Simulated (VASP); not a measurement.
A run of VASP 6.6.1 is set up as follows.

File INCAR:

```
PREC = Accurate
ENCUT = 520
EDIFF = 1E-6
ISMEAR = 0
SIGMA = 0.01
LREAL = Auto
LASPH = True
NELM = 200
ALGO = Normal
ISIF = 2
LWAVE = False
LCHARG = False
ISPIN = 2
MAGMOM = 0 0 0 0 0 0 0 0 0 0 0 0.08 0.01 0.04 0.01 0.02 0.18 0.13 0.04 0 0.05 0.03 0.01 0.01 0.01 0.01 0 0.04 0.01 0.01 0 0.12 0.01 0 0.03 0 0
LORBIT = 11
NUPDOWN = 1.0
GGA = PE
NELECT = 191.0
NBANDS = 124
GGA_COMPAT = False
```

KPOINTS

```
Automatic mesh
0
Gamma
  1 1 1
  0.25 0.25 0.25
```

POSCAR

```
AlSi11HO24
1.0
   -2.5104095100      4.3481568300      5.5092742100
    5.0208190300      0.0000000000      5.5092742100
    5.0208190300      8.6963136500      0.0000000000
Si O Al H
11 24 1 1
Direct
    0.4016124103      0.9080860845      0.0428448707
    0.9208030106      0.4150122164      0.2766289740
   -0.0017917685     -0.0122845297      0.2622772186
    0.5092267707      0.4926880070      0.0027511330
    0.0973023696      0.5588363660      0.4509848008
    0.5935242597      0.0623851819      0.2011290869
    0.4077687591      0.9493596114      0.5342614639
    0.9126679288      0.4240952438      0.7814480839
    0.0042352282     -0.0014132455      0.7658510965
    0.1115097062      0.5638488997      0.9392930756
    0.5980659221      0.0638278087      0.7133984475
    0.0749953756      0.4663243485      0.3329265488
    0.5584645252      0.9514982407      0.1008245867
    0.0606996068      0.7960227949      0.3891404019
    0.5707144443      0.2949643992      0.1242049146
    0.1795084098      0.0117419334      0.1165903834
    0.7013717295      0.5155251549      0.3571120326
    0.3138230222      0.4666151249      0.4759529875
    0.8145937128      0.9659140321      0.2211039207
    0.4234690826      0.6737677660      0.0786175764
    0.9390121416      0.1796064799      0.3249428158
    0.4324564258      0.0367266347      0.3589532617
    0.9676941586      0.4961621938      0.0995605200
    0.0798506398      0.4779499432      0.8220303080
    0.5610633729      1.0212338151      0.5793046177
    0.0704754344      0.8018343917      0.8885543653
    0.5487435505      0.3145872464      0.6772006555
    0.1836262188      0.0321899999      0.6197860124
    0.6960650543      0.5310834874      0.8637149399
    0.3450501739      0.4692765651      0.9366450704
    0.8232645138      0.9773051951      0.7191558697
    0.4549339952      0.7129526022      0.5770811250
    0.9334163028      0.1876076786      0.8332356597
    0.4415212635      0.0018833144      0.8662589641
    0.9349155897      0.5053080687      0.6059517410
    0.5045550024      0.5119418650      0.5105127605
    0.4816008079      0.3649538357      0.7660387873
```

Potentials or basis: VASP PAW PBE potentials, release 64 (Si, O, Al, H).

Launch:

```bash
$ cat potpaw_PBE.64/Si/POTCAR potpaw_PBE.64/O/POTCAR potpaw_PBE.64/Al/POTCAR potpaw_PBE.64/H/POTCAR > POTCAR
$ mpirun -np 1 vasp_std > vasp.out
```

(1) What does it give for the largest force?

Answers

(1) 0.051 eV/Å.

Caveat: the k points lie up to 0.92 Å⁻¹ apart, too coarse for converged energies, forces and pressures; the cell carries a net charge on a neutralising background, which shifts energy and pressure; the total moment is fixed, so each spin has its own Fermi level and the state may be an excited one.
